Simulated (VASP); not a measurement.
Crystal: PbS (Galena).

```
Pb S
1.0
     0.00000    2.96575    2.96575
     2.96575    0.00000    2.96575
     2.96575    2.96575    0.00000
Pb S
1 1
Direct
  0.00000 0.00000 0.00000
  0.50000 0.50000 0.50000
```

Base run:

| Property | Result |
| --- | --- |
| Program | VASP 6.6.1 |
| Functional | r2SCAN |
| Potentials or basis | VASP PAW PBE potentials, release 64 (Pb_d, S) |
| Cutoff | 520 eV |
| k mesh | 8 × 8 × 8 |
| Occupations | fermi-dirac, width 0.02 eV |
| Spin | no spin polarisation |

Its results: band gap on the k mesh 0.62 eV, direct; pressure 1.3 GPa.

Task: The run is repeated on the same cell with these changes: functional from r2SCAN to PBE; further incar settings from ALGO = Normal; EDIFF = 1e-08; NBANDS = 17 to ALGO = Normal; EDIFF = 1e-06; NBANDS = 17. What comes out?

Result: Band gap on the k mesh 0.36 eV, direct; pressure 2.1 GPa.

Caveats: spin-orbit coupling is left out, which moves the levels of the heavy elements; the PAW data sets were made with another functional, which shifts forces and pressure a little (some runs).

A k mesh can miss the band edges.
